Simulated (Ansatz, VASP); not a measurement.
## CsI in VASP and in Ansatz

Contents of INCAR:

```
ALGO = Normal
EDIFF = 1E-6
ENCUT = 500
GGA = CA
GGA_COMPAT = False
ISIF = 2
ISMEAR = 0
LASPH = True
LCHARG = False
LREAL = False
LWAVE = False
NBANDS = 15
NELM = 120
PREC = Accurate
SIGMA = 0.05
```

KPOINTS

```
k-points
0
Gamma
  8 8 8
```

File POSCAR:

```
CsI
1.0
    4.6654673611      0.0000000000      0.0000000000
    0.0000000000      4.6654673611      0.0000000000
    0.0000000000      0.0000000000      4.6654673611
Cs I
1 1
Direct
    0.0000000000      0.0000000000      0.0000000000
    0.5000000000      0.5000000000      0.5000000000
```

Input for Ansatz:

```yaml
crystal:
  lattice:
    - [4.6654673611, 0.0, 0.0]
    - [0.0, 4.6654673611, 0.0]
    - [0.0, 0.0, 4.6654673611]
  atoms:
    - { symbol: Cs, position: [0.0, 0.0, 0.0] }
    - { symbol: I, position: [0.5, 0.5, 0.5] }
basis:
  ecutwfc: 420
  ecutrho_ratio: 4
kpoints:
  mp_grid: { grid: [8, 8, 8] }
hamiltonian:
  xc: lda
scf:
  occupations: { method: gaussian, width: 0.05 }
output:
  forces: true
  stress: true
  eigenvalues: true
  populations: true
```

Alike in both runs: task single point; functional LDA; k mesh 8 × 8 × 8; occupations gaussian, width 0.05 eV; no spin polarisation.

|  | VASP | Ansatz |
| --- | --- | --- |
| version | VASP 6.6.1 | Ansatz 0.2.0 |
| potentials or method | VASP PAW LDA potentials, release 64 (Cs_sv, I), cutoff 500 eV | scalar-relativistic, plane waves, PAW |
| valence electrons in the cell | 16 | 26 |

```tsv
	VASP	Ansatz	Ansatz less VASP
gap on the k mesh at the Fermi level (eV)	3.34	3.33	-0.008
least direct gap on the mesh (eV)	3.44	3.43	-0.010
pressure (GPa)	-1.9	-1.9	-0.03
```

LDA's correlation is that of Perdew and Zunger in VASP and of Perdew and Wang (1992) in Ansatz. VASP's potentials hold 16 valence electrons a cell and Ansatz's 26, so a difference there can come from the potentials and not from the codes.

Neither program's run includes spin-orbit coupling.
